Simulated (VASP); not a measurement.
Here is a VASP 6.6.1 calculation.

Contents of POSCAR:

```
K3Ta4SnO12
1.0
    7.9708780000      0.0000000000      0.0000000000
    0.0000000000      7.9708780000      0.0000000000
    0.0000000000      0.0000000000      7.9708780000
K Sn Ta O
6 2 8 24
Direct
    0.0005040000      0.9967870000      0.0004740000
    0.0004570000      0.5008920000      0.0003970000
    0.0000380000      0.4929660000      0.4996260000
    0.5004840000      0.0008150000      0.0003590000
    0.5000300000      0.9930660000      0.4997590000
    0.5005340000      0.4968560000      0.0006290000
    0.0018960000      0.9464020000      0.4995090000
    0.5019440000      0.4464110000      0.5004090000
    0.2464300000      0.2466060000      0.2469760000
    0.2464140000      0.2448550000      0.7519430000
    0.2533720000      0.7458410000      0.2474210000
    0.2544190000      0.7451910000      0.7534750000
    0.7533510000      0.2459020000      0.2475240000
    0.7544220000      0.2450670000      0.7535900000
    0.7464910000      0.7466340000      0.2468650000
    0.7463760000      0.7448230000      0.7519480000
    0.2522120000      0.2524960000      0.9996420000
    0.2603580000      0.2608990000      0.5002430000
    0.2491990000      0.7513820000      0.9993850000
    0.2387460000      0.7641930000      0.4991330000
    0.7491810000      0.2512630000      0.9993880000
    0.7387190000      0.2641270000      0.4992600000
    0.7521780000      0.7524260000      0.9996970000
    0.7604220000      0.7608900000      0.5002230000
    0.9992660000      0.2510770000      0.2502900000
    0.9996730000      0.2519860000      0.7514950000
    0.9997290000      0.7638160000      0.2565960000
    0.9993120000      0.7653980000      0.7422830000
    0.4997140000      0.2637360000      0.2566890000
    0.4993440000      0.2654990000      0.7423340000
    0.4992780000      0.7511270000      0.2502940000
    0.4996240000      0.7519380000      0.7514470000
    0.2516130000      0.0035140000      0.2482370000
    0.2522100000      0.0026250000      0.7494320000
    0.2439490000      0.5029730000      0.2489230000
    0.2441910000      0.5033880000      0.7469480000
    0.7440160000      0.0029450000      0.2489730000
    0.7441380000      0.0033260000      0.7469590000
    0.7516290000      0.5034970000      0.2482590000
    0.7521030000      0.5025380000      0.7494210000
```

File INCAR.step1:

```
PREC = Accurate
ENCUT = 580
ISMEAR = -1
SIGMA = 0.05
LREAL = Auto
LASPH = True
NELM = 120
ISYM = -1
NBANDS = 183
GGA = PE
ALGO = Normal
EDIFF = 1E-5
LWAVE = True
LCHARG = False
GGA_COMPAT = False
```

Contents of INCAR.step2:

```
PREC = Accurate
ENCUT = 580
EDIFF = 1E-6
ISMEAR = -1
SIGMA = 0.05
LREAL = Auto
LASPH = True
NELM = 120
ALGO = Normal
ISIF = 2
LWAVE = False
LCHARG = False
METAGGA = R2SCAN
LMIXTAU = True
ISYM = -1
NBANDS = 183
ISTART = 1
GGA_COMPAT = False
```

The input KPOINTS:

```
explicit points
1
Reciprocal
  0.25000000   0.25000000   0.25000000 1
```

Potentials or basis: VASP PAW PBE potentials, release 64 (K_sv, Sn_d, Ta_pv, O).

Launch:

```bash
$ cat potpaw_PBE.64/K_sv/POTCAR potpaw_PBE.64/Sn_d/POTCAR potpaw_PBE.64/Ta_pv/POTCAR potpaw_PBE.64/O/POTCAR > POTCAR
$ cp INCAR.step1 INCAR
$ mpirun -np 1 vasp_std > vasp.out
$ cp INCAR.step2 INCAR
$ mpirun -np 1 vasp_std > vasp.out
```

Q: What does it give for the largest force?

A: 0.204 eV/Å.

Q: What does it give for the pressure?

A: 4.8 GPa.

Forces in eV/Å, atoms in the order of the input:
```
K   -0.010  0.025 -0.015
K   -0.011  0.014 -0.013
K   -0.009  0.029  0.000
K   -0.014  0.018 -0.008
K   -0.007  0.024 -0.010
K   -0.013  0.021 -0.014
Sn   0.009 -0.083  0.037
Sn   0.014 -0.079  0.007
Ta  -0.135 -0.018 -0.130
Ta  -0.079  0.040  0.102
Ta   0.107  0.006 -0.104
Ta  -0.004  0.003  0.037
Ta   0.075  0.011 -0.106
Ta   0.029  0.005  0.033
Ta  -0.172 -0.030 -0.105
Ta  -0.046  0.043  0.080
O   -0.004 -0.008  0.017
O    0.099  0.040 -0.037
O   -0.035 -0.003  0.003
O   -0.133  0.058  0.042
O   -0.035 -0.001  0.016
O   -0.130  0.058  0.033
O   -0.004 -0.006  0.000
O    0.098  0.039 -0.039
O    0.054  0.004 -0.037
O   -0.022 -0.016 -0.020
O    0.000  0.032  0.095
O    0.018  0.009 -0.090
O   -0.001  0.031  0.092
O    0.016  0.010 -0.095
O    0.056  0.003 -0.040
O   -0.013 -0.014 -0.020
O    0.038 -0.058  0.033
O    0.038 -0.015  0.021
O    0.033 -0.019  0.037
O    0.039 -0.045  0.053
O    0.037 -0.015  0.037
O    0.034 -0.047  0.058
O    0.044 -0.056  0.030
O    0.036 -0.008  0.021
```

Caveat: the PAW data sets were made with another functional, which shifts forces and pressure a little.
